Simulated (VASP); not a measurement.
Input of a VASP 6.6.1 run:

File INCAR:

```
SYSTEM = GaP
PREC     = Accurate       ! precision mode
ENCUT    = 500            ! plane-wave cutoff, eV
EDIFF    = 1E-6           ! SCF threshold, eV
ISMEAR   = 0              ! smearing method
SIGMA    = 0.01           ! smearing width, eV
LREAL    = .FALSE.        ! projectors in reciprocal space
LASPH    = .TRUE.         ! aspherical terms in the spheres
NELM     = 120            ! most SCF steps
ALGO     = Normal         ! electronic algorithm
ISIF     = 2              ! what is computed and relaxed
LWAVE    = .FALSE.        ! write WAVECAR
LCHARG   = .TRUE.         ! write CHGCAR
GGA      = RP             ! functional
LELF     = .TRUE.         ! ELF
LVHAR    = .TRUE.       
NBANDS   = 16             ! bands
GGA_COMPAT= .FALSE.
```

Contents of KPOINTS:

```
regular mesh
0
G
  4 4 4
  0 0 0
```

Contents of POSCAR:

```
GaP
1.0
    3.8540860000      0.0000000000      0.0000000000
    1.9270430000      3.3377363844      0.0000000000
    1.9270430000      1.1125787948      3.1468480416
Ga P
1 1
Direct
    0.0000000000      0.0000000000      0.0000000000
    0.2500000000      0.2500000000      0.2500000000
```

Potentials or basis: VASP PAW PBE potentials, release 64 (Ga_d, P).

Launch:

```bash
$ cat potpaw_PBE.64/Ga_d/POTCAR potpaw_PBE.64/P/POTCAR > POTCAR
$ mpirun -np 1 vasp_std > vasp.out
```

Task: Estimate the pressure.

Result: 4.9 GPa.

Task: Estimate the band gap on the k mesh.

Result: 1.74 eV, indirect (least direct gap 1.95 eV).

Caveat: the k points lie up to 0.50 Å⁻¹ apart; the PAW data sets were made with another functional, which shifts forces and pressure a little. A k mesh can miss the band edges.
